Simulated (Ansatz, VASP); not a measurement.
## One calculation of MoS2, two programs

Contents of INCAR:

```
PREC = Accurate ; ENCUT = 520
EDIFF = 1E-6 ; ISMEAR = -1
SIGMA = 0.05 ; LREAL = False
LASPH = True ; NELM = 80
ALGO = Normal ; ISIF = 2
LWAVE = False ; LCHARG = True
GGA = PE ; LELF = True
LVHAR = True ; NBANDS = 20
```

File KPOINTS:

```
regular mesh
0
Gamma
  10 10 10
```

POSCAR

```
MoS2
1.0
    1.5814998900      0.9130793900      6.1233282100
   -1.5814998900      0.9130793900      6.1233282100
    0.0000000000     -1.8261587800      6.1233282100
Mo S
1 2
Direct
    0.0000000000      0.0000000000      0.0000000000
    0.7484000000      0.7484000000      0.7484000000
    0.5849000000      0.5849000000      0.5849000000
```

The input input.yaml:

```yaml
crystal:
  lattice:
    - [1.58149989, 0.91307939, 6.12332821]
    - [-1.58149989, 0.91307939, 6.12332821]
    - [0.0, -1.82615878, 6.12332821]
  atoms:
    - { symbol: Mo, position: [0.0, 0.0, 0.0] }
    - { symbol: S, position: [0.7484, 0.7484, 0.7484] }
    - { symbol: S, position: [0.5849, 0.5849, 0.5849] }
kpoints:
  mp_grid: { grid: [10, 10, 10] }
scf:
  occupations: { method: fermi_dirac, width: 0.05 }
hamiltonian:
  xc: pbe
  pseudopotentials: { kind: all_electron, lapw: { basis_error: 0.001 } }
output:
  forces: true
  stress: true
  eigenvalues: true
```

Alike in both runs: task single point; functional PBE; k mesh 10 × 10 × 10; occupations fermi-dirac, width 0.05 eV; no spin polarisation.

|  | VASP | Ansatz |
| --- | --- | --- |
| version | VASP 6.6.1 | Ansatz 0.2.0 |
| potentials or method | VASP PAW PBE potentials, release 64 (Mo_sv, S), cutoff 520 eV | all-electron LAPW, scalar-relativistic |

|  | VASP | Ansatz | Ansatz less VASP |
| --- | --- | --- | --- |
| gap on the k mesh at the Fermi level (eV) | 0.82 | 0.80 | -0.015 |
| least direct gap on the mesh (eV) | 1.92 | 1.92 | -0.003 |
| pressure (GPa) | 9.1 | 9.3 | +0.19 |
| traceless stress, the component that is largest in VASP (GPa) | 4.62 | 4.67 | +0.046 |
| rms of the force components (eV/Å) | 0.599 | 0.609 | +0.0093 |

Atom by atom the forces differ by 0.009 eV/Å (rms over components). Ansatz ran all-electron here, and VASP with PAW potentials.
